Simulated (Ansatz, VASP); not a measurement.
HgTe in VASP and in Ansatz

File INCAR:

```
SYSTEM = HgTe
PREC = Accurate
ENCUT = 520
EDIFF = 1E-6
ISMEAR = 0
SIGMA = 0.05
LREAL = .False.
LASPH = .True.
NELM = 100
ALGO = Normal
ISIF = 2
LWAVE = .False.
LCHARG = .True.
GGA = RE
LELF = .True.
LVHAR = .True.
NBANDS = 16
```

Contents of KPOINTS:

```
Automatic mesh
0
Gamma
  6 6 6
  0 0 0
```

File POSCAR:

```
HgTe
1.0
    0.0000000000      3.2234988908      3.2234988908
    3.2234988908      0.0000000000      3.2234988908
    3.2234988908      3.2234988908      0.0000000000
Hg Te
1 1
Direct
    0.0000000000      0.0000000000      0.0000000000
    0.2500000000      0.2500000000      0.2500000000
```

Input for Ansatz:

```yaml
crystal:
  lattice:
    - [0.0, 3.2234988908, 3.2234988908]
    - [3.2234988908, 0.0, 3.2234988908]
    - [3.2234988908, 3.2234988908, 0.0]
  atoms:
    - { symbol: Hg, position: [0.0, 0.0, 0.0] }
    - { symbol: Te, position: [0.25, 0.25, 0.25] }
basis:
  ecutwfc: 420
  ecutrho_ratio: 4
kpoints:
  mp_grid: { grid: [6, 6, 6] }
hamiltonian:
  xc: revpbe
scf:
  occupations: { method: gaussian, width: 0.05 }
output:
  forces: true
  stress: true
  eigenvalues: true
```

Alike in both runs: task single point; functional revPBE; k mesh 6 × 6 × 6; occupations gaussian, width 0.05 eV; no spin polarisation.

|  | VASP | Ansatz |
| --- | --- | --- |
| version | VASP 6.6.1 | Ansatz 0.2.0 |
| potentials or method | VASP PAW PBE potentials, release 64 (Hg, Te), cutoff 520 eV | scalar-relativistic, plane waves, PAW |
| valence electrons in the cell | 18 | 36 |

|  | VASP | Ansatz | Ansatz less VASP |
| --- | --- | --- | --- |
| gap on the k mesh at the Fermi level (eV) | none | none | - |
| pressure (GPa) | 5.4 | 5.4 | -0.06 |

VASP's potentials were made for PBE, not for revPBE. A gap of «none» marks a metal or a gap that the smearing closes. With one functional, cell and mesh, what is left measures potentials, basis and numerics. VASP's potentials hold 18 valence electrons a cell and Ansatz's 36, so a difference there can come from the potentials and not from the codes.

Neither program's run includes spin-orbit coupling.
